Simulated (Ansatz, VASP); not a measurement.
**One calculation of HfO2, two programs**

```xyz
12
Lattice="-4.0185 0.0001 0.0006 2.0100 2.0082 -5.3241 0.0002 -8.0371 -0.0015" Properties=species:S:1:pos:R:3 pbc="T T T"
Hf    0.0004    0.0005    0.0000
Hf   -4.0181   -4.0180   -0.0001
Hf   -2.0091   -4.0195   -2.6626
Hf   -2.0092   -0.0009   -2.6618
O     0.0002   -4.0198   -2.1480
O     0.0001   -0.0014   -2.1473
O    -2.0089   -4.0177   -0.5153
O    -2.0089    0.0009   -0.5145
O    -2.0078   -4.0191   -4.8099
O    -2.0079   -0.0005   -4.8091
O    -2.0093   -6.0287   -3.1777
O    -2.0094   -2.0101   -3.1770
```

Change from the starting cell: cell x2, atoms moved at random (sigma 0.15 Å) and cell strained at random (1.5 %), then relaxed without symmetry.

Alike in both runs: functional PBE; k mesh 4 × 4 × 2; occupations gaussian, width 0.1 eV; no spin polarisation.

Ansatz relaxed the structure, and its values are those at the end. VASP's run is a single point on that final structure, the one shown.

|  | VASP | Ansatz |
| --- | --- | --- |
| version | VASP 6.6.1 | Ansatz 0.2.0 |
| potentials or method | VASP PAW PBE potentials, release 64 (Hf_pv, O), cutoff 520 eV | scalar-relativistic, plane waves, PAW |
| valence electrons in the cell | 88 | 152 |

|  | VASP | Ansatz | Ansatz less VASP |
| --- | --- | --- | --- |
| gap on the k mesh at the Fermi level (eV) | 4.42 | 4.42 | +0.007 |
| least direct gap on the mesh (eV) | 4.67 | 4.68 | +0.009 |
| pressure (GPa) | -2.4 | 0.0 | +2.39 |
| rms of the force components (eV/Å) | 0.023 | 0.000 | -0.0221 |

The functional is the same, so the differences come from potentials, cutoffs and numerics. VASP's potentials hold 88 valence electrons a cell and Ansatz's 152, so a difference there can come from the potentials and not from the codes.

Spin-orbit coupling is off throughout.
